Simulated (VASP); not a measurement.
Set up this calculation in VASP 6.6.1, as the native input.

```
Task                   : single point
Functional             : PBE
Potentials or basis    : VASP PAW PBE potentials, release 64 (Pd)
Cutoff                 : 520 eV
k mesh                 : 16 × 16 × 16
Occupations            : gaussian, width 0.05 eV
Spin                   : no spin polarisation
Dipole correction      : no
Further INCAR settings : ALGO = Normal; EDIFF = 1e-06; NBANDS = 11
```

The structure of Pd lies in POSCAR:

```
Pd
1.0
   -1.5722810000      1.5722810000      1.5722810000
    1.5722810000     -1.5722810000      1.5722810000
    1.5722810000      1.5722810000     -1.5722810000
Pd
1
Direct
    0.0000000000      0.0000000000      0.0000000000
```

One way to write it, as run:

INCAR

```
SYSTEM = Pd
PREC     = Accurate       ! precision mode
ENCUT    = 520            ! plane-wave cutoff, eV
EDIFF    = 1E-6           ! SCF threshold, eV
ISMEAR   = 0              ! smearing method
SIGMA    = 0.05           ! smearing width, eV
LREAL    = .False.        ! projectors in reciprocal space
LASPH    = .True.         ! aspherical terms in the spheres
NELM     = 80             ! most SCF steps
ALGO     = Normal         ! electronic algorithm
ISIF     = 2              ! what is computed and relaxed
LWAVE    = .False.        ! write WAVECAR
LCHARG   = .False.        ! write CHGCAR
GGA      = PE             ! functional
NBANDS   = 11             ! bands
```

KPOINTS

```
Automatic mesh
0
Gamma
  16 16 16
  0 0 0
```

Potentials or basis: VASP PAW PBE potentials, release 64 (Pd).

Run with:

```sh
$ cat potpaw_PBE.64/Pd/POTCAR > POTCAR
$ mpirun -np 1 vasp_std > vasp.out
```

It gave:

The pressure is -1.2 GPa and the band gap on the k mesh is zero (band 5 reaches 9.49 eV, above the bottom of band 6 at 7.95 eV).

It took 27 s on 1 thread of Intel Xeon 8259CL, on a shared host, peak memory 0.14 GiB.
